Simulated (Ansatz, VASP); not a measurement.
Al in VASP and in Ansatz

```xyz
8
Lattice="3.2126 3.2126 3.2126 -3.2126 -3.2126 3.2126 3.2126 -3.2126 -3.2126" Properties=species:S:1:pos:R:3 pbc="T T T"
Al   -0.9360   -3.2126    0.0000
Al    1.6063   -1.6063   -1.6063
Al   -1.6063   -1.6063    1.6063
Al    0.0000    0.0000    0.0000
Al    1.6063   -1.6063    1.6063
Al    3.2126    0.0000    0.0000
Al    0.0000    0.0000    3.2126
Al    1.6063    1.6063    1.6063
```

Alike in both runs: task single point; functional PBEsol; k mesh 10 × 10 × 10; occupations gaussian, width 0.15 eV; no spin polarisation.

```csv
,VASP,Ansatz
version,VASP 6.6.1,Ansatz 0.2.0
potentials or method,"VASP PAW PBE potentials, release 64 (Al), cutoff 520 eV","scalar-relativistic, plane waves, PAW"
valence electrons in the cell,24,24
```

```tsv
	VASP	Ansatz	Ansatz less VASP
gap on the k mesh at the Fermi level (eV)	none	none	-
pressure (GPa)	7.8	7.7	-0.12
traceless stress, the component that is largest in VASP (GPa)	-0.48	-0.48	+0.003
rms of the force components (eV/Å)	1.497	1.488	-0.0090
```

VASP's potentials were made for PBE, not for PBEsol, and Ansatz warns of the same on its side. Atom by atom the forces differ by 0.009 eV/Å (rms over components). A gap of «none» marks a metal or a gap that the smearing closes.
